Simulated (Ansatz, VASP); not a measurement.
Two plane-wave programs on C

INCAR

```
PREC     = Accurate       # precision mode
ENCUT    = 520            # plane-wave cutoff, eV
EDIFF    = 1E-6           # SCF threshold, eV
ISMEAR   = -1             # smearing method
SIGMA    = 0.1            # smearing width, eV
LREAL    = F              # projectors in reciprocal space
LASPH    = T              # aspherical terms in the spheres
NELM     = 80             # most SCF steps
ALGO     = Normal         # electronic algorithm
ISIF     = 2              # what is computed and relaxed
LWAVE    = F              # write WAVECAR
LCHARG   = T              # write CHGCAR
GGA      = B5             # functional
ALDAX    = 1.0          
AGGAX    = 1.0          
AGGAC    = 1.0          
ALDAC    = 0.0          
LELF     = T              # ELF
LVHAR    = T            
NBANDS   = 8              # bands
```

File KPOINTS:

```
Automatic mesh
0
Gamma
  19 19 19
```

The input POSCAR:

```
C
1.0
    1.8500983522      0.0000000000      0.0000000000
    0.0000000000      1.8500983522      0.0000000000
    0.0000000000      0.0000000000      1.8500983522
C
1
Direct
    0.0000000000      0.0000000000      0.0000000000
```

Input for Ansatz:

```yaml
crystal:
  lattice:
    - [1.8500983522, 0.0, 0.0]
    - [0.0, 1.8500983522, 0.0]
    - [0.0, 0.0, 1.8500983522]
  atoms:
    - { symbol: C, position: [0.0, 0.0, 0.0] }
hamiltonian:
  xc: blyp
  pseudopotentials:
    kind: paw
    azcp:
      C: "pseudopotentials/C.paw.azcp"
basis:
  ecutwfc: 420
  fft_grid_basis: typed
kpoints:
  mp_grid: { grid: [19, 19, 19], shift: [0, 0, 0] }
magnetization:
  spin_polarized: false
scf:
  occupations: { method: fermi_dirac, width: 0.1 }
  lower_state_search: "off"
output:
  stress: true
```

Alike in both runs: task single point; functional BLYP; k mesh 19 × 19 × 19; occupations fermi-dirac, width 0.1 eV; no spin polarisation.

|  | VASP | Ansatz |
| --- | --- | --- |
| version | VASP 6.6.1 | Ansatz 0.2.0 |
| potentials or method | VASP PAW PBE potentials, release 64 (C), cutoff 520 eV | plane waves (420 eV) with PAW, scalar-relativistic |
| valence electrons in the cell | 4 | 4 |

```csv
,VASP,Ansatz,Ansatz less VASP
pressure (GPa),-18.0,-18.3,-0.27
```

VASP's potentials were made for PBE, not for BLYP. The functional is the same, so the differences come from potentials, cutoffs and numerics.
